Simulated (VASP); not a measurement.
Wanted: the native input for a VASP 6.6.1 run.

- Task: single point
- Functional: PBEsol
- Potentials or basis: VASP PAW PBE potentials, release 64 (Si, O)
- Cutoff: 520 eV
- k mesh: 6 × 6 × 6
- Occupations: gaussian, width 0.01 eV
- Spin: no spin polarisation
- Dipole correction: no
- Further INCAR settings: ALGO = Normal; EDIFF = 1e-06; NBANDS = 25

The structure of SiO2 lies in POSCAR:

```
SiO2
1.0
   -2.3338040895      2.3338040895      3.6805301114
    2.3338040895     -2.3338040895      3.6805301114
    2.3338040895      2.3338040895     -3.6805301114
Si O
2 4
Direct
    0.0000000000      0.0000000000      0.0000000000
    0.7500000000      0.2500000000      0.5000000000
    0.9983800000      0.6250000000      0.8733800000
    0.3750000000      0.2483800000      0.3733800000
    0.7516200000      0.1250000000      0.1266200000
    0.8750000000      0.0016200000      0.6266200000
```

The input as run:

INCAR

```
  PREC = Accurate
  ENCUT = 520
  EDIFF = 1E-6
  ISMEAR = 0
  SIGMA = 0.01
  LREAL = False
  LASPH = True
  NELM = 60
  ALGO = Normal
  ISIF = 2
  LWAVE = False
  LCHARG = False
  GGA = PS
  NBANDS = 25
```

KPOINTS

```
regular mesh
0
Gamma
  6 6 6
```

Potentials or basis: VASP PAW PBE potentials, release 64 (Si, O).

Run with:

```bash
$ cat potpaw_PBE.64/Si/POTCAR potpaw_PBE.64/O/POTCAR > POTCAR
$ mpirun -np 1 vasp_std > vasp.out
```

It gave:

* Pressure: 11.5 GPa
* Largest force: 0.745 eV/Å
* Band gap on the k mesh: 6.30 eV, direct

Caveat: the PAW data sets were made with another functional, which shifts forces and pressure a little.

Wall time 86 s on 1 thread of AMD EPYC 9R14 (Zen 4), on a shared host, peak memory 0.21 GiB.
